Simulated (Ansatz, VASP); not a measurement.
# Ag: VASP beside Ansatz

```
Ag
1.0
     2.93347    0.00000    0.00000
     0.00000    4.08256    0.00000
     0.00000    0.00000    2.88638
Ag
2
Direct
  0.00000 0.00000 0.81891
  0.50000 0.50000 0.18109
```

Alike in both runs: task relaxation of cell and atoms; functional PBE; k mesh 6 × 4 × 6; occupations gaussian, width 0.1 eV; no spin polarisation.

|  | VASP | Ansatz |
| --- | --- | --- |
| version | VASP 6.6.1 | Ansatz 0.2.0 |
| potentials or method | VASP PAW PBE potentials, release 64 (Ag), cutoff 600 eV | scalar-relativistic, plane waves, PAW |
| valence electrons in the cell | 22 | 38 |

Ansatz gave:

| Property | Result |
| --- | --- |
| gap on the k mesh at the Fermi level, each at its own relaxed structure (eV) | none |
| relaxed volume (Å³/atom) | 17.90 |
| relaxed cell length with the largest relative difference (Å) | 4.003 |

Question: Which values does VASP return?

Answer: gap on the k mesh at the Fermi level, each at its own relaxed structure (eV): none; relaxed volume (Å³/atom): 17.80; relaxed cell length with the largest relative difference (Å): 4.347.

A gap of «none» marks a metal or a gap that the smearing closes. One of these differences is far larger than is usual between the two programs; its cause wasn't traced. VASP's potentials hold 22 valence electrons a cell and Ansatz's 38, so a difference there can come from the potentials and not from the codes.

The k mesh is coarse, so the values compare programs but aren't converged.
